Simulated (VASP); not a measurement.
Set up this calculation in VASP 6.6.1, as the native input.

```
Task                   : single point
Functional             : r2SCAN
Potentials or basis    : VASP PAW PBE potentials, release 64 (Cr_pv)
Cutoff                 : 550 eV
k mesh                 : 12 × 12 × 12
Occupations            : fermi-dirac, width 0.1 eV
Spin                   : no spin polarisation
Dipole correction      : no
Further INCAR settings : ALGO = Normal; EDIFF = 1e-06; NBANDS = 19
```

The system is Cr.

```xyz
2
Lattice="0.0000 2.5227 2.5227 2.5227 0.0000 2.5227 2.5227 2.5227 0.0000" Properties=species:S:1:pos:R:3 pbc="T T T"
Cr    0.6307    0.6307    0.6307
Cr    4.4147    4.4147    4.4147
```

This isn't the form of Cr at room conditions, which is bcc.

The input as run:

POSCAR

```
Cr
1.0
    0.0000000000      2.5227133963      2.5227133963
    2.5227133963      0.0000000000      2.5227133963
    2.5227133963      2.5227133963      0.0000000000
Cr
2
Direct
    0.1250000000      0.1250000000      0.1250000000
    0.8750000000      0.8750000000      0.8750000000
```

INCAR.step1

```
  ALGO = Normal
  EDIFF = 1E-5
  ENCUT = 550
  GGA = PE
  GGA_COMPAT = False
  ISMEAR = -1
  LASPH = True
  LCHARG = False
  LREAL = False
  LWAVE = True
  NBANDS = 19
  NELM = 120
  PREC = Accurate
  SIGMA = 0.1
```

INCAR.step2

```
  ALGO = Normal
  EDIFF = 1E-6
  ENCUT = 550
  GGA_COMPAT = False
  ISIF = 2
  ISMEAR = -1
  ISTART = 1
  LASPH = True
  LCHARG = False
  LMIXTAU = True
  LREAL = False
  LWAVE = False
  METAGGA = R2SCAN
  NBANDS = 19
  NELM = 120
  PREC = Accurate
  SIGMA = 0.1
```

KPOINTS

```
k-points
0
Gamma
  12 12 12
```

Potentials or basis: VASP PAW PBE potentials, release 64 (Cr_pv).

Run with:

```bash
$ cat potpaw_PBE.64/Cr_pv/POTCAR > POTCAR
$ cp INCAR.step1 INCAR
$ mpirun -np 1 vasp_std > vasp.out
$ cp INCAR.step2 INCAR
$ mpirun -np 1 vasp_std > vasp.out
```

Results of the run:

```
Pressure               : 1.3 GPa
Band gap on the k mesh : zero (bands 12 and 13 overlap by 0.61 eV)
```

Caveat: the PAW data sets were made with another functional, which shifts forces and pressure a little; the run has no spin polarisation, though such a crystal can be magnetic.

Wall time 2.9 min on 1 thread of Intel(R) Xeon(R) Platinum 8375C CPU @ 2.90GHz (Ice Lake) (shared host), peak memory 0.18 GiB.
